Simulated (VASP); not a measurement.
# Zn in VASP: a series of runs, part 2 of 2

VASP 6.6.1. Earlier steps stand in the parts before.

### Step 4. Single point, PBEsol

This run uses another cell than the first one, of 14.56 Å³/atom, 0.941 times its volume.

Input file INCAR:

```
PREC = Accurate
ENCUT = 520
EDIFF = 1E-6
ISMEAR = -1
SIGMA = 0.05
LREAL = False
LASPH = True
NELM = 80
ALGO = Fast
ISIF = 2
LWAVE = False
LCHARG = False
GGA = PS
NBANDS = 12
```

Input file KPOINTS:

```
Automatic mesh
0
Gamma
  10 10 10
```

Input file POSCAR:

```
Zn
1.0
    0.0000000000      1.9647760000      1.8861849600
    1.9647760000      0.0000000000      1.8861849600
    1.9647760000      1.9647760000      0.0000000000
Zn
1
Direct
    0.0000000000      0.0000000000      0.0000000000
```

Potentials or basis: VASP PAW PBE potentials, release 64 (Zn).

Run with:

```console
$ cat potpaw_PBE.64/Zn/POTCAR > POTCAR
$ mpirun -np 1 vasp_std > vasp.out
```

OUTCAR:

```text
PREC = Accurate
   ENCUT = 520
   EDIFF = 1E-6
   ISMEAR = -1
   LREAL = False
   LASPH = True
   NELM = 80
   ISIF = 2
   GGA = PS

 ion  position               nearest neighbor table
   1  0.000  0.000  0.000-

  LATTYP: Found a body centered tetragonal cell.
 ALAT       =     2.7786128662
 C/A-ratio  =     1.3576450199

  Lattice vectors:

 A1 = (   0.0000000000,  -1.9647760000,  -1.8861849600)
 A2 = (   0.0000000000,   1.9647760000,  -1.8861849600)
 A3 = (   1.9647760000,   0.0000000000,   1.8861849600)

Analysis of symmetry for initial positions (statically):
=====================================================================
 Subroutine PRICEL returns:
 Original cell was already a primitive cell.

 Routine SETGRP: Setting up the symmetry group for a
 body centered tetragonal supercell.

 Subroutine GETGRP returns: Found 16 space group operations
 (whereof 16 operations were pure point group operations)
 out of a pool of 16 trial point group operations.

The static configuration has the point symmetry D_4h.

Analysis of symmetry for dynamics (positions and initial velocities):
=====================================================================
 Subroutine PRICEL returns:
 Original cell was already a primitive cell.

 Routine SETGRP: Setting up the symmetry group for a
 body centered tetragonal supercell.

 Subroutine GETGRP returns: Found 16 space group operations
 (whereof 16 operations were pure point group operations)
 out of a pool of 16 trial point group operations.

The dynamic configuration has the point symmetry D_4h.

 Subroutine INISYM returns: Found 16 space group operations
 (whereof 16 operations are pure point group operations),
 and found     1 'primitive' translations

----------------------------------------------------------------------------------------

                                     Primitive cell

[... 108 lines left out ...]
     AMIX_MAG =   1.60;   BMIX_MAG =  1.00
  volume/ion in A,a.u.               =      14.56        98.27
  Fermi-wavevector in a.u.,A,eV,Ry     =   1.534812  2.900374 32.050526  2.355647
  Thomas-Fermi vector in A             =   2.641688
   LORBIT       =      0    0 simple, 1 ext, 2 COOP (PROOUT), +10 PAW based schemes
   GGA     = PS    functional components
   LHFCALC =     F    Hartree Fock is set to
   AEXX    =    0.0000 exact exchange contribution
   IVDW    =     0    specifies the selected vdW correction
   LEPSILON=     F    determine dielectric tensor
   LRPA    =     F    only Hartree local field effects (RPA)
 non-spin polarized calculation
 RMM-DIIS sequential band-by-band and
  energy-cutoff  :      520.00
  volume of cell :       14.56
 maximum number of plane-waves:       404
   NGX = 11   NGY = 11   NGZ = 11

 number of electron      12.0000008 magnetization

 Free energy of the ion-electron system (eV)
  ---------------------------------------------------
  ext. energy  EPLUGINS =         0.00000000
  ---------------------------------------------------
  free energy    TOTEN  =        -1.56094038 eV

  energy without entropy =       -1.55835220  energy(sigma->0) =       -1.55964629

 E-fermi :   3.2662     XC(G=0): -11.9417

 val. band max:        3.1862875731   @ k =  -0.4000   0.3000   0.0000
 cond. band min:       3.2909781998   @ k =  -0.3000   0.4000   0.1000
 fundamental gap:      0.1046906267
 Fermi energy:         3.2661735357

 k-point     1 :       0.0000    0.0000    0.0000
  band No.  band energies     occupation
      1      -7.4959      2.00000
      2      -4.5314      2.00000
      3      -4.5314      2.00000
      4      -4.4198      2.00000
      5      -4.1333      2.00000
      6      -4.0356      2.00000
      7      21.9574      0.00000
      8      22.0828      0.00000
      9      22.0828      0.00000
     10      22.4600      0.00000
     11      24.7554      0.00000
     12      24.7909      0.00000
[... 331 lines left out ...]
 k-point    24 :       0.4000    0.3000    0.0000
  band No.  band energies     occupation
      1      -5.0582      2.00000
      2      -4.9613      2.00000
      3      -4.0141      2.00000
      4      -4.0065      2.00000
      5      -3.7926      2.00000
      6      -1.3683      2.00000
      7      10.2105      0.00000
      8      12.0405      0.00000
      9      12.7482      0.00000
     10      16.3599      0.00000
     11      18.9837      0.00000
     12      33.7364      0.00000

 [... further k-points ...]
[... 5 lines left out ...]
  --------------------------------------------------------------------------------------
  -------------------------------------------------------------------------------------
  Total       -0.2334172     -0.2334172     -0.1184097      0.0000000     -0.0000000      0.0000000
  in kB      -25.6804809    -25.6804809    -13.0273929      0.0000000     -0.0000000      0.0000000
  external PRESSURE =     -21.4627849 kB  Pullay stress =       0.0000000 kB

 VOLUME and BASIS-vectors are now :
 -----------------------------------------------------------------------------
  energy-cutoff  :      520.00
  volume of cell :       14.56
      direct lattice vectors                 reciprocal lattice vectors
     0.000000000  1.964776000  1.886184960    -0.254481936  0.254481936  0.265085350
     1.964776000  0.000000000  1.886184960     0.254481936 -0.254481936  0.265085350
     1.964776000  1.964776000  0.000000000     0.254481936  0.254481936 -0.265085350

 POSITION                                       TOTAL-FORCE (eV/Angst)
 -----------------------------------------------------------------------------------
      0.00000      0.00000      0.00000        -0.000000      0.000000      0.000000
 -----------------------------------------------------------------------------------
    total drift:                                0.000000     -0.000000     -0.000000

  FREE ENERGIE OF THE ION-ELECTRON SYSTEM (eV)
  ---------------------------------------------------
  free  energy   TOTEN  =        -1.5609403768 eV

  energy  without entropy=       -1.5583521999  energy(sigma->0) =       -1.55964629
```

OSZICAR:

```text
N       E                     dE             d eps       ncg     rms          rms(c)
DAV:   1     0.432329223607E+02    0.43233E+02   -0.66039E+03  2536   0.161E+03
DAV:   2    -0.392061299166E+00   -0.43625E+02   -0.40859E+02  2512   0.219E+02
DAV:   3    -0.170976476078E+01   -0.13177E+01   -0.13139E+01  2812   0.376E+01
DAV:   4    -0.171259218295E+01   -0.28274E-02   -0.28273E-02  2764   0.168E+00
DAV:   5    -0.171259414309E+01   -0.19601E-05   -0.19600E-05  2824   0.430E-02    0.317E+00
RMM:   6    -0.157137810356E+01    0.14122E+00   -0.34886E-01  2994   0.796E+00    0.238E+00
RMM:   7    -0.156471637948E+01    0.66617E-02   -0.11452E-02  3119   0.162E+00    0.116E+00
RMM:   8    -0.156099873873E+01    0.37176E-02   -0.17380E-03  2976   0.375E-01    0.715E-02
RMM:   9    -0.156095035964E+01    0.48379E-04   -0.49135E-04  3176   0.345E-01    0.629E-02
RMM:  10    -0.156094021992E+01    0.10140E-04   -0.32016E-05  3136   0.655E-02    0.558E-03
RMM:  11    -0.156094037683E+01   -0.15690E-06   -0.25492E-06  2326   0.174E-02
   1 F= -.15609404E+01 E0= -.15596463E+01  d E =-.258818E-02
```

It took 9.9 s on 1 thread of AMD EPYC 9R14 (Zen 4), shared host; peak memory 0.1 GiB.

What came out:

```yaml
Free_energy: -1.5609 eV
Pressure: -2.1 GPa
Band_gap_on_the_k_mesh: zero (band 6 reaches 4.77 eV, above the bottom of band 7 at 1.90 eV)
```

Stress tensor (GPa, compression positive):
```
-2.57  0.00  0.00
 0.00 -2.57  0.00
 0.00  0.00 -1.30
```

Caveat: the PAW data sets were made with another functional, which shifts forces and pressure a little.

### Step 5. Overview

| level | cell | k mesh | gap on the mesh (eV) | pressure (GPa) |
| --- | --- | --- | --- | --- |
| PBE | a = 2.797 Å, angles 60.0°, 1 atom | 12 × 12 × 12 | none | -1.1 |
| PBEsol | a = 2.779 Å, angles 60.0°, 1 atom | 10 × 10 × 10 | none | -5.0 |
| PBEsol | a = 2.724, b = 2.724, c = 2.779 Å, angles 59.3, 59.3, 61.3°, 1 atom | 10 × 10 × 10 | none | -2.1 |

Alike in all rows: task single point; potentials or basis VASP PAW PBE potentials, release 64 (Zn); no spin polarisation; cutoff (eV) 520; smearing fermi-dirac 0.05 eV.

Caveats: the PAW data sets were made with another functional, which shifts forces and pressure a little (some runs).

Absolute energies hang on the potentials; compare differences alone.
